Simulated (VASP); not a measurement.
# MgO (Fm-3m) in VASP: further runs, part 2 of 2

VASP 6.6.1. The steps go on from the part before.

## 4. Single point, PBE

This run uses another cell than the first one, of 9.36 Å³/atom.

Contents of INCAR:

```
SYSTEM = MgO
  ALGO = Normal
  EDIFF = 1E-6
  ENCUT = 840
  GGA = PE
  GGA_COMPAT = .False.
  ISIF = 2
  ISMEAR = 0
  LASPH = .True.
  LCHARG = .True.
  LELF = .True.
  LREAL = .False.
  LVHAR = .True.
  LWAVE = .False.
  NBANDS = 15
  NELM = 120
  PREC = Accurate
  SIGMA = 0.01
```

Contents of KPOINTS:

```
k-points
0
Gamma
  10 10 10
  0 0 0
```

Contents of POSCAR:

```
MgO
1.0
    0.0000000000      2.1076805979      2.1076805979
    2.1076805979      0.0000000000      2.1076805979
    2.1076805979      2.1076805979      0.0000000000
Mg O
1 1
Direct
    0.0000000000      0.0000000000      0.0000000000
    0.5000000000      0.5000000000      0.5000000000
```

Potentials or basis: VASP PAW PBE potentials, release 64 (Mg_sv, O).

On the command line:

```bash
$ cat potpaw_PBE.64/Mg_sv/POTCAR potpaw_PBE.64/O/POTCAR > POTCAR
$ mpirun -np 1 vasp_std > vasp.out
```

OUTCAR:

```text
SYSTEM = MgO
   EDIFF = 1E-6
   ENCUT = 840
   GGA = PE
   ISIF = 2
   ISMEAR = 0
   LASPH = .True.
   LREAL = .False.
   NELM = 120
   PREC = Accurate

 ion  position               nearest neighbor table
   1  0.000  0.000  0.000-   2 2.11   2 2.11   2 2.11   2 2.11   2 2.11   2 2.11
   2  0.500  0.500  0.500-   1 2.11   1 2.11   1 2.11   1 2.11   1 2.11   1 2.11

  LATTYP: Found a face centered cubic cell.
 ALAT       =     4.2153611958

  Lattice vectors:

 A1 = (   0.0000000000,   2.1076805979,   2.1076805979)
 A2 = (   2.1076805979,   0.0000000000,   2.1076805979)
 A3 = (   2.1076805979,   2.1076805979,   0.0000000000)

Analysis of symmetry for initial positions (statically):
=====================================================================
 Subroutine PRICEL returns:
 Original cell was already a primitive cell.

 Routine SETGRP: Setting up the symmetry group for a
 face centered cubic supercell.

 Subroutine GETGRP returns: Found 48 space group operations
 (whereof 48 operations were pure point group operations)
 out of a pool of 48 trial point group operations.

The static configuration has the point symmetry O_h .

Analysis of symmetry for dynamics (positions and initial velocities):
=====================================================================
 Subroutine PRICEL returns:
 Original cell was already a primitive cell.

 Routine SETGRP: Setting up the symmetry group for a
 face centered cubic supercell.

 Subroutine GETGRP returns: Found 48 space group operations
 (whereof 48 operations were pure point group operations)
 out of a pool of 48 trial point group operations.

The dynamic configuration has the point symmetry O_h .

 Subroutine INISYM returns: Found 48 space group operations
 (whereof 48 operations are pure point group operations),
 and found     1 'primitive' translations

----------------------------------------------------------------------------------------

                                     Primitive cell

  volume of cell :      18.7260

  direct lattice vectors                    reciprocal lattice vectors
     0.000000000  2.107680598  2.107680598    -0.237227595  0.237227595  0.237227595
     2.107680598  0.000000000  2.107680598     0.237227595 -0.237227595  0.237227595
     2.107680598  2.107680598  0.000000000     0.237227595  0.237227595 -0.237227595

  length of vectors
     2.980710487  2.980710487  2.980710487     0.410890248  0.410890248  0.410890248

  position of ions in fractional coordinates (direct lattice)
     0.000000000  0.000000000  0.000000000
     0.500000000  0.500000000  0.500000000

  ion indices of the primitive-cell ions
   primitive index   ion index
                 1           1
                 2           2

----------------------------------------------------------------------------------------

 KPOINTS: k-points

Automatic generation of k-mesh.
 Grid dimensions read from file:
 generate k-points for:   10   10   10

 Generating k-lattice:

  Cartesian coordinates                     Fractional coordinates (reciprocal lattice)
    -0.023722760  0.023722760  0.023722760     0.100000000  0.000000000  0.000000000
     0.023722760 -0.023722760  0.023722760     0.000000000  0.100000000  0.000000000
     0.023722760  0.023722760 -0.023722760     0.000000000  0.000000000  0.100000000

  Length of vectors
     0.041089025  0.041089025  0.041089025

  Shift w.r.t. Gamma in fractional coordinates (k-lattice)
     0.000000000  0.000000000  0.000000000

 Subroutine IBZKPT returns following result:
 ===========================================

 Found     47 irreducible k-points:

 Following reciprocal coordinates:
            Coordinates               Weight
  0.000000  0.000000  0.000000      1.000000
  0.100000  0.000000  0.000000      8.000000
  0.200000  0.000000  0.000000      8.000000
  0.300000  0.000000  0.000000      8.000000
  0.400000  0.000000  0.000000      8.000000
  0.500000  0.000000  0.000000      4.000000
[... 16 lines left out ...]
  0.300000  0.300000  0.000000      6.000000
  0.400000  0.300000  0.000000     24.000000
 [... further k-points ...]
   k-points           NKPTS =     47   k-points in BZ     NKDIM =     47   number of bands    NBANDS=     15
   number of dos      NEDOS =    301   number of ions     NIONS =      2
   total plane-waves  NPLWV =  21952
   dimension x,y,z NGX =    28 NGY =   28 NGZ =   28
   dimension x,y,z NGXF=    56 NGYF=   56 NGZF=   56
   ions per type =               1   1
   NGX,Y,Z   is equivalent  to a cutoff of  15.62, 15.62, 15.62 a.u.
   NGXF,Y,Z  is equivalent  to a cutoff of  31.23, 31.23, 31.23 a.u.
 SYSTEM =  MgO
   PREC   = accura    normal or accurate (medium, high low for compatibility)
   ISTART =      0    job   : 0-new  1-cont  2-samecut
   ICHARG =      2    charge: 1-file 2-atom 10-const
   ISPIN  =      1    spin polarized calculation?
   LNONCOLLINEAR =      F non collinear calculations
   LSORBIT =      F    spin-orbit coupling
   LASPH  =      T    aspherical Exc in radial PAW
   ENCUT  =  840.0 eV  61.74 Ry    7.86 a.u.   7.04  7.04  7.04*2*pi/ulx,y,z
   NELM   =    120;   NELMIN=  2; NELMDL= -5     # of ELM steps
   EDIFF  = 0.1E-05   stopping-criterion for ELM
   LREAL  =      F    real-space projection
   EDIFFG = 0.1E-04   stopping-criterion for IOM
   NSW    =      0    number of steps for IOM
   IBRION =     -1    ionic relax: 0-MD 1-quasi-New 2-CG
   NFREE  =      0    steps in history (QN), initial steepest desc. (CG)
   ISIF   =      2    stress and relaxation
   ISYM   =      2    0-nonsym 1-usesym 2-fastsym
   POTIM  = 0.5000    time-step for ionic-motion
   TEBEG  =    0.0;   TEEND  =   0.0 temperature during run
   PSTRESS=    0.0 pullay stress
   NELECT =      16.0000    total number of electrons
   NUPDOWN=      -1.0000    fix difference up-down
   EMIN   =  10.00;   EMAX   =-10.00  energy-range for DOS
   EFERMI =   0.00;   METHOD = LEGACY
   ISMEAR =     0;   SIGMA  =   0.01  broadening in eV -4-tet -1-fermi 0-gaus
   EFERMI_NEDOS =   21; number of points for ismear=-14 and -15
   IALGO  =     38    algorithm
   IMIX   =      4    mixing-type and parameters
     AMIX     =   0.40;   BMIX     =  1.00
     AMIX_MAG =   1.60;   BMIX_MAG =  1.00
  volume/ion in A,a.u.               =       9.36        63.18
  Fermi-wavevector in a.u.,A,eV,Ry     =   1.553460  2.935613 32.834089  2.413237
  Thomas-Fermi vector in A             =   2.657687
   LORBIT       =      0    0 simple, 1 ext, 2 COOP (PROOUT), +10 PAW based schemes
   GGA     = PE    functional components
   LHFCALC =     F    Hartree Fock is set to
   AEXX    =    0.0000 exact exchange contribution
   IVDW    =     0    specifies the selected vdW correction
   LEPSILON=     F    determine dielectric tensor
   LRPA    =     F    only Hartree local field effects (RPA)
 non-spin polarized calculation
 Gauss-broadening in eV      SIGMA  =   0.01
  energy-cutoff  :      840.00
  volume of cell :       18.73
 maximum number of plane-waves:      1056
   NGX = 15   NGY = 15   NGZ = 15

 number of electron      15.9999995 magnetization

 Free energy of the ion-electron system (eV)
  ---------------------------------------------------
  ext. energy  EPLUGINS =         0.00000000
  ---------------------------------------------------
  free energy    TOTEN  =       -11.87615551 eV

  energy without entropy =      -11.87615551  energy(sigma->0) =      -11.87615551

 E-fermi :   3.1257     XC(G=0): -11.3793

 val. band max:        2.8985039416   @ k =   0.0000   0.0000   0.0000
 cond. band min:       7.6155189357   @ k =   0.0000   0.0000   0.0000
 fundamental gap:      4.7170149942
 Fermi energy:         3.1256571995

 k-point     1 :       0.0000    0.0000    0.0000
  band No.  band energies     occupation
      1     -69.3777      2.00000
      2     -36.1027      2.00000
      3     -36.1027      2.00000
      4     -36.1027      2.00000
      5     -14.3380      2.00000
      6       2.8985      2.00000
      7       2.8985      2.00000
      8       2.8985      2.00000
      9       7.6155      0.00000
     10      18.6911      0.00000
     11      18.6911      0.00000
     12      18.6911      0.00000
     13      22.5979      0.00000
     14      24.3763      0.00000
     15      24.3763      0.00000
[... 397 lines left out ...]
 k-point    24 :       0.4000    0.3000    0.0000
  band No.  band energies     occupation
      1     -69.3686      2.00000
      2     -36.1631      2.00000
      3     -36.1269      2.00000
      4     -36.1245      2.00000
      5     -13.1025      2.00000
      6      -0.6530      2.00000
      7       1.6060      2.00000
      8       1.8230      2.00000
      9      12.4644      0.00000
     10      13.0768      0.00000
     11      16.4978      0.00000
     12      21.0645      0.00000
     13      21.2693      0.00000
     14      27.7635      0.00000
     15      29.8495      0.00000

 [... further k-points ...]
[... 5 lines left out ...]
  --------------------------------------------------------------------------------------
  -------------------------------------------------------------------------------------
  Total        0.5121677      0.5121677      0.5121677     -0.0000000      0.0000000     -0.0000000
  in kB       43.8206036     43.8206036     43.8206036     -0.0000000      0.0000000     -0.0000000
  external PRESSURE =      43.8206036 kB  Pullay stress =       0.0000000 kB

 VOLUME and BASIS-vectors are now :
 -----------------------------------------------------------------------------
  energy-cutoff  :      840.00
  volume of cell :       18.73
      direct lattice vectors                 reciprocal lattice vectors
     0.000000000  2.107680598  2.107680598    -0.237227595  0.237227595  0.237227595
     2.107680598  0.000000000  2.107680598     0.237227595 -0.237227595  0.237227595
     2.107680598  2.107680598  0.000000000     0.237227595  0.237227595 -0.237227595

 POSITION                                       TOTAL-FORCE (eV/Angst)
 -----------------------------------------------------------------------------------
      0.00000      0.00000      0.00000        -0.000000      0.000000      0.000000
      2.10768      2.10768      2.10768         0.000000     -0.000000     -0.000000
 -----------------------------------------------------------------------------------
    total drift:                                0.000000      0.000000      0.000000

  FREE ENERGIE OF THE ION-ELECTRON SYSTEM (eV)
  ---------------------------------------------------
  free  energy   TOTEN  =       -11.8761555091 eV

  energy  without entropy=      -11.8761555091  energy(sigma->0) =      -11.87615551
```

stdout:

```text
POSCAR found type information on POSCAR MgO
 POSCAR found :  2 types and       2 ions
 scaLAPACK will be used
 LDA part: xc-table for (Slater+PW92), standard interpolation
 POSCAR, INCAR and KPOINTS ok, starting setup
 FFT: planning ... GRIDC
 FFT: planning ... GRID_SOFT
 FFT: planning ... GRID
 WAVECAR not read
 entering main loop
```

It took 57 s on 1 thread of AMD EPYC 7R43 (Zen 3), shared host; peak memory 0.13 GiB.

Results:

| Item | Value |
| --- | --- |
| Free energy | -11.8762 eV |
| Pressure | 4.4 GPa |
| Band gap on the k mesh | 4.72 eV |

Caveat: the cell stands under pressure.

## 5. Single point, PBE

This run uses another cell than the first one, of 9.58 Å³/atom.

Contents of INCAR:

```
SYSTEM = MgO
PREC = Accurate
ENCUT = 840
EDIFF = 1E-6
ISMEAR = 0
SIGMA = 0.01
LREAL = .False.
LASPH = .True.
NELM = 120
ALGO = Normal
ISIF = 2
LWAVE = .False.
LCHARG = .True.
GGA = PE
LELF = .True.
LVHAR = .True.
NBANDS = 15
GGA_COMPAT = .False.
```

Contents of KPOINTS:

```
regular mesh
0
Gamma
  10 10 10
  0 0 0
```

Contents of POSCAR:

```
MgO
1.0
    0.0000000000      2.1239719396      2.1239719396
    2.1239719396      0.0000000000      2.1239719396
    2.1239719396      2.1239719396      0.0000000000
Mg O
1 1
Direct
    0.0000000000      0.0000000000      0.0000000000
    0.5000000000      0.5000000000      0.5000000000
```

On the command line:

```bash
$ cat potpaw_PBE.64/Mg_sv/POTCAR potpaw_PBE.64/O/POTCAR > POTCAR
$ mpirun -np 1 vasp_std > vasp.out
```

Run time: 18 s. Hardware: 1 thread of AMD EPYC 7R13 (Zen 3), shared host; peak memory 0.14 GiB.

It converged, with:

| Item | Value |
| --- | --- |
| Free energy | -11.8843 eV |
| Pressure | 0.7 GPa |
| Band gap on the k mesh | 4.50 eV |

Levels at points of the mesh, in eV from the valence-band top:
```
           k point  band 4  band 5  band 6  band 7  band 8  band 9  band 10  band 11  band 12  band 13
(0.00, 0.00, 0.00)  -39.08  -17.12    0.00    0.00    0.00    4.50    15.66    15.66    15.66    19.51
(0.50, 0.00, 0.00)  -39.09  -15.87   -4.50   -0.63   -0.63    7.75    12.33    16.07    16.07    20.57
(0.50, 0.50, 0.00)  -39.11  -15.66   -3.95   -1.30   -1.30    9.09     9.73    12.83    18.61    18.61
```

## 6. Summary

```tsv
cell	k mesh	smearing	gap on the mesh (eV)	pressure (GPa)
a = 2.934 Å, angles 60.0°, 2 atoms	8 × 8 × 8	gaussian 0.1 eV	5.19	13.2
a = 2.981 Å, angles 60.0°, 2 atoms	10 × 10 × 10	gaussian 0.02 eV	4.72	4.4
a = 2.981 Å, angles 60.0°, 2 atoms	10 × 10 × 10	gaussian 0.01 eV	4.72	4.4
a = 3.004 Å, angles 60.0°, 2 atoms	10 × 10 × 10	gaussian 0.01 eV	4.50	0.7
```

Alike in all rows: task single point; level PBE; potentials or basis VASP PAW PBE potentials, release 64 (Mg_sv, O); no spin polarisation; cutoff (eV) 840.

Caveats: the cell stands under pressure (at least some runs).

Total energies depend on the potentials used, so only differences within one code and one set of settings carry meaning.
